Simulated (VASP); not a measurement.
# Co (P6_3/mmc) in VASP: further runs

Runs on Co. Level: LDA. Tasks: single point.

Everything below comes from runs of VASP 6.6.1. Logs are shortened: lines on timing, memory, paths and dates and some standing lists are left out, and cuts for length are marked.

## Step 1: The cell of the first run

The structure is hexagonal, space group P6_3/mmc (No. 194). The conventional cell has a = 2.427 Å, b = 2.427 Å, c = 3.923 Å, α = 90.00°, β = 90.00°, γ = 120.00°. Within 3.2 Å of Co (site symmetry -6m2) lie 12 Co at 2.41 to 2.43 Å.

## Step 2: Single point, LDA, non-collinear spin, typed start, spin-orbit coupling

Input file INCAR:

```
SYSTEM = Co
PREC = Accurate
ENCUT = 520
EDIFF = 1E-6
ISMEAR = -1
SIGMA = 0.05
LREAL = .False.
LASPH = .True.
NELM = 150
ALGO = Normal
ISIF = 2
LWAVE = .False.
LCHARG = .True.
MAGMOM = 0 0 1.558 0 0 1.558
LORBIT = 11
LSORBIT = .True.
GGA_COMPAT = .False.
LORBMOM = .True.
LMAXMIX = 4
LVHAR = .True.
NBANDS = 30
```

Input file KPOINTS:

```
Automatic mesh
0
Gamma
  15 15 8
  0 0 0
```

Input file POSCAR:

```
Co
1.0
    2.4273810173      0.0000000000      0.0000000000
   -1.2136905086      2.1021736257      0.0000000000
    0.0000000000      0.0000000000      3.9230481322
Co
2
Direct
    0.3333333333      0.6666666667      0.2500000000
    0.6666666667      0.3333333333      0.7500000000
```

Potentials or basis: VASP PAW LDA potentials, release 64 (Co).

Launch:

```
$ cat potpaw_LDA.64/Co/POTCAR > POTCAR
$ mpirun -np 1 vasp_ncl > vasp.out
```

OUTCAR:

```text
SYSTEM = Co
   PREC = Accurate
   ENCUT = 520
   EDIFF = 1E-6
   ISMEAR = -1
   LREAL = .False.
   LASPH = .True.
   NELM = 150
   ISIF = 2
   LORBIT = 11
   LSORBIT = .True.

 ion  position               nearest neighbor table
   1  0.333  0.667  0.250-   2 2.41   2 2.41   2 2.41   2 2.41   2 2.41   2 2.41
   2  0.667  0.333  0.750-   1 2.41   1 2.41   1 2.41   1 2.41   1 2.41   1 2.41

  LATTYP: Found a hexagonal cell.
 ALAT       =     2.4273810173
 C/A-ratio  =     1.6161649548

  Lattice vectors:

 A1 = (   2.4273810173,   0.0000000000,   0.0000000000)
 A2 = (  -1.2136905086,   2.1021736257,   0.0000000000)
 A3 = (   0.0000000000,   0.0000000000,   3.9230481322)

Analysis of symmetry for initial positions (statically):
=====================================================================
 Subroutine PRICEL returns:
 Original cell was already a primitive cell.

 Routine SETGRP: Setting up the symmetry group for a
 hexagonal supercell.

 Subroutine GETGRP returns: Found 24 space group operations
 (whereof 12 operations were pure point group operations)
 out of a pool of 24 trial point group operations.

The static configuration has the point symmetry D_3d.
 The point group associated with its full space group is D_6h.

Analysis of symmetry for dynamics (positions and initial velocities):
=====================================================================
 Subroutine PRICEL returns:
 Original cell was already a primitive cell.

 Routine SETGRP: Setting up the symmetry group for a
 hexagonal supercell.

 Subroutine GETGRP returns: Found 24 space group operations
 (whereof 12 operations were pure point group operations)
 out of a pool of 24 trial point group operations.

The dynamic configuration has the point symmetry D_3d.
 The point group associated with its full space group is D_6h.

Analysis of structural, dynamic, and magnetic symmetry:
=====================================================================
 Subroutine PRICEL returns:
 Original cell was already a primitive cell.

 Routine SETGRP: Setting up the symmetry group for a
 hexagonal supercell.

 Subroutine GETGRP returns: Found 12 space group operations
 (whereof  6 operations were pure point group operations)
 out of a pool of 24 trial point group operations.

The overall configuration has the point symmetry S_6 .
 The point group associated with its full space group is C_6h.

 Subroutine INISYM returns: Found 12 space group operations
 (whereof  6 operations are pure point group operations),
 and found     1 'primitive' translations

----------------------------------------------------------------------------------------

                                     Primitive cell

  volume of cell :      20.0184

  direct lattice vectors                    reciprocal lattice vectors
     2.427381017  0.000000000  0.000000000     0.411966639  0.237849050  0.000000000
    -1.213690509  2.102173626  0.000000000     0.000000000  0.475698100  0.000000000
     0.000000000  0.000000000  3.923048132     0.000000000  0.000000000  0.254903831

  length of vectors
     2.427381017  2.427381017  3.923048132     0.475698100  0.475698100  0.254903831

  position of ions in fractional coordinates (direct lattice)
     0.333333333  0.666666667  0.250000000
     0.666666667  0.333333333  0.750000000

  ion indices of the primitive-cell ions
   primitive index   ion index
                 1           1
                 2           2

----------------------------------------------------------------------------------------

 KPOINTS: Automatic mesh

Automatic generation of k-mesh.
 Grid dimensions read from file:
 generate k-points for:   15   15    8

 Generating k-lattice:

  Cartesian coordinates                     Fractional coordinates (reciprocal lattice)
     0.027464443  0.015856603  0.000000000     0.066666667  0.000000000  0.000000000
     0.000000000  0.031713207  0.000000000     0.000000000  0.066666667  0.000000000
[... 96 lines left out ...]

 number of electron      17.9999991 magnetization       0.0000000     -0.0000000      2.9708632

 number of electron      17.9999991 magnetization       0.0000000      0.0000000      2.9701797

 Free energy of the ion-electron system (eV)
  ---------------------------------------------------
  ext. energy  EPLUGINS =         0.00000000
  ---------------------------------------------------
  free energy    TOTEN  =       -16.27306831 eV

  energy without entropy =      -16.25747433  energy(sigma->0) =      -16.26527132

 E-fermi :  11.0958     XC(G=0): -14.2176

 val. band max:       11.0953072077   @ k =   0.4000   0.0667   0.3750
 cond. band min:      11.0986761398   @ k =  -0.2667   0.4000   0.0000
 fundamental gap:      0.0033689320
 Fermi energy:        11.0957804241

 k-point     1 :       0.0000    0.0000    0.0000
  band No.  band energies     occupation
      1       1.7222      1.00000
      2       1.9103      1.00000
      3       5.6552      1.00000
      4       6.5181      1.00000
      5       8.4777      1.00000
      6       8.5208      1.00000
[... 781 lines left out ...]
     29      24.8259      0.00000
     30      25.2908      0.00000

 [... further k-points ...]
[... 5 lines left out ...]
  --------------------------------------------------------------------------------------
  -------------------------------------------------------------------------------------
  Total       -0.1017836     -0.1017836     -0.2256882     -0.0000000     -0.0000000      0.0000000
  in kB       -8.1462566     -8.1462566    -18.0629703     -0.0000013     -0.0000000      0.0000000
  external PRESSURE =     -11.4518279 kB  Pullay stress =       0.0000000 kB

 VOLUME and BASIS-vectors are now :
 -----------------------------------------------------------------------------
  energy-cutoff  :      520.00
  volume of cell :       20.02
      direct lattice vectors                 reciprocal lattice vectors
     2.427381017  0.000000000  0.000000000     0.411966639  0.237849050  0.000000000
    -1.213690509  2.102173626  0.000000000     0.000000000  0.475698100  0.000000000
     0.000000000  0.000000000  3.923048132     0.000000000  0.000000000  0.254903831

 POSITION                                       TOTAL-FORCE (eV/Angst)
 -----------------------------------------------------------------------------------
     -0.00000      1.40145      0.98076        -0.000000      0.000000      0.000000
      1.21369      0.70072      2.94229         0.000000      0.000000      0.000000
 -----------------------------------------------------------------------------------
    total drift:                                0.000000     -0.000000      0.000000

  FREE ENERGIE OF THE ION-ELECTRON SYSTEM (eV)
  ---------------------------------------------------
  free  energy   TOTEN  =       -16.2730683112 eV

  energy  without entropy=      -16.2574743305  energy(sigma->0) =      -16.26527132

 orbital moment (x)

 # of ion     p       d       tot
 ----------------------------------------
  1         0.000  -0.000  -0.000
  2         0.000   0.000   0.000
 ----------------------------------------
            0.000  -0.000  -0.000

 orbital moment (y)

 # of ion     p       d       tot
 ----------------------------------------
  1         0.000  -0.000  -0.000
  2         0.000   0.000   0.000
 ----------------------------------------
            0.000   0.000   0.000

 orbital moment (z)

 # of ion     p       d       tot
 ----------------------------------------
  1         0.000   0.059   0.060
  2         0.000   0.059   0.060
 ----------------------------------------
            0.001   0.119   0.120

 Spin-Orbit-Coupling matrix elements

 Ion:    1  E_soc:     -0.0160824
 l=   1
     0.0000000    -0.0004266    -0.0004276
    -0.0004266     0.0000000    -0.0004266
    -0.0004276    -0.0004266     0.0000000
 l=   2
     0.0000000    -0.0004644     0.0000000    -0.0004644    -0.0018459
    -0.0004644     0.0000000    -0.0012779    -0.0005008    -0.0004644
     0.0000000    -0.0012779     0.0000000    -0.0012779     0.0000000
    -0.0004644    -0.0005008    -0.0012779     0.0000000    -0.0004644
    -0.0018459    -0.0004644     0.0000000    -0.0004644     0.0000000
 l=   3
     0.0000000     0.0000000     0.0000000     0.0000000     0.0000000     0.0000000     0.0000000
     0.0000000     0.0000000     0.0000000     0.0000000     0.0000000     0.0000000     0.0000000
     0.0000000     0.0000000     0.0000000     0.0000000     0.0000000     0.0000000     0.0000000
     0.0000000     0.0000000     0.0000000     0.0000000     0.0000000     0.0000000     0.0000000
     0.0000000     0.0000000     0.0000000     0.0000000     0.0000000     0.0000000     0.0000000
     0.0000000     0.0000000     0.0000000     0.0000000     0.0000000     0.0000000     0.0000000
     0.0000000     0.0000000     0.0000000     0.0000000     0.0000000     0.0000000     0.0000000

 Ion:    2  E_soc:     -0.0160824
 l=   1
     0.0000000    -0.0004266    -0.0004276
    -0.0004266     0.0000000    -0.0004266
    -0.0004276    -0.0004266     0.0000000
 l=   2
     0.0000000    -0.0004644     0.0000000    -0.0004644    -0.0018459
    -0.0004644     0.0000000    -0.0012779    -0.0005008    -0.0004644
     0.0000000    -0.0012779     0.0000000    -0.0012779     0.0000000
    -0.0004644    -0.0005008    -0.0012779     0.0000000    -0.0004644
    -0.0018459    -0.0004644     0.0000000    -0.0004644     0.0000000
 l=   3
     0.0000000     0.0000000     0.0000000     0.0000000     0.0000000     0.0000000     0.0000000
     0.0000000     0.0000000     0.0000000     0.0000000     0.0000000     0.0000000     0.0000000
     0.0000000     0.0000000     0.0000000     0.0000000     0.0000000     0.0000000     0.0000000
     0.0000000     0.0000000     0.0000000     0.0000000     0.0000000     0.0000000     0.0000000
     0.0000000     0.0000000     0.0000000     0.0000000     0.0000000     0.0000000     0.0000000
     0.0000000     0.0000000     0.0000000     0.0000000     0.0000000     0.0000000     0.0000000
     0.0000000     0.0000000     0.0000000     0.0000000     0.0000000     0.0000000     0.0000000

 total charge

# of ion       s       p       d       tot
------------------------------------------
    1        0.523   0.589   7.338   8.451
    2        0.523   0.589   7.338   8.451
--------------------------------------------------
tot          1.046   1.179  14.676  16.901

 magnetization (x)

# of ion       s       p       d       tot
------------------------------------------
    1        0.000   0.000   0.000   0.000
    2       -0.000   0.000   0.000  -0.000
--------------------------------------------------
tot          0.000   0.000   0.000   0.000

 magnetization (y)

# of ion       s       p       d       tot
------------------------------------------
    1       -0.000   0.000   0.000   0.000
    2        0.000   0.000  -0.000  -0.000
--------------------------------------------------
tot          0.000   0.000   0.000   0.000

 magnetization (z)

# of ion       s       p       d       tot
------------------------------------------
    1       -0.013  -0.038   1.530   1.479
    2       -0.013  -0.038   1.530   1.479
--------------------------------------------------
tot         -0.026  -0.075   3.059   2.958
```

Wall time 1.8 min (1 thread of Intel Xeon 6975P-C (Granite Rapids), shared host); peak memory 0.26 GiB.

What came out:

* Free energy: -16.2731 eV
* Pressure: -1.1 GPa
* Net moment: 2.97 μB per cell
* Valence electrons inside the program's atomic spheres: Co 8.45

Moments on the atoms (μB; x, y, z):
```
Co  0.00 0.00 1.48
Co  0.00 0.00 1.48
```

## Step 3: Single point, LDA, collinear spin, ferromagnetic start (9.21 Å³/atom)

This run uses another cell than the first one, of 9.21 Å³/atom.

Input file INCAR:

```
ALGO = Normal ; EDIFF = 1E-6
ENCUT = 520 ; ISIF = 2
ISMEAR = -1 ; ISPIN = 2
LASPH = T ; LCHARG = F
LMAXMIX = 4 ; LORBIT = 11
LREAL = F ; LWAVE = F
MAGMOM = -1.558 -1.558 ; NBANDS = 20
NELM = 150 ; PREC = Accurate
SIGMA = 0.05
```

Input file KPOINTS:

```
k-points
0
Gamma
  24 24 13
```

Input file POSCAR:

```
Co
1.0
    2.3608439583      0.0000000000      0.0000000000
   -1.1804219791      2.0445508422      0.0000000000
    0.0000000000      0.0000000000      3.8155131725
Co
2
Direct
    0.3333333333      0.6666666667      0.2500000000
    0.6666666667      0.3333333333      0.7500000000
```

Potentials or basis: VASP PAW LDA potentials, release 64 (Co).

Launch:

```
$ cat potpaw_LDA.64/Co/POTCAR > POTCAR
$ mpirun -np 1 vasp_std > vasp.out
```

Wall time 2 min (1 thread of Intel Xeon 6975P-C (Granite Rapids), shared host); peak memory 0.31 GiB.

It converged, with:

```
Free energy                                           : -16.1486 eV
Pressure                                              : 24.2 GPa
Net moment                                            : -2.62 μB per cell
Site moments                                          : Co -1.29 μB
Valence electrons inside the program's atomic spheres : Co 8.65
```

Stress tensor (GPa, compression positive):
```
24.62  0.00  0.00
 0.00 24.62  0.00
 0.00  0.00 23.25
```

Levels at points of the mesh, in eV from the Fermi level:
Spin up:
| k point | band 5 | band 6 | band 7 | band 8 | band 9 | band 10 | band 11 | band 12 |
| --- | --- | --- | --- | --- | --- | --- | --- | --- |
| (0.00, 0.00, 0.00) | -1.47 | -1.01 | -1.01 | -0.48 | -0.48 | 0.07 | 1.05 | 1.05 |
| (0.50, 0.00, 0.00) | -1.67 | -1.47 | -0.98 | 1.22 | 1.39 | 1.43 | 3.00 | 5.18 |
Spin down:
```csv
k point,band 7,band 8,band 9,band 10,band 11,band 12,band 13,band 14
"(0.00, 0.00, 0.00)",-2.25,-1.78,-1.78,-0.34,-0.34,-0.10,8.09,23.35
"(0.50, 0.00, 0.00)",-2.14,-0.17,-0.03,0.03,1.99,4.37,11.15,12.00
```

Caveat: the cell stands under pressure.

[end of part 1 of 2]
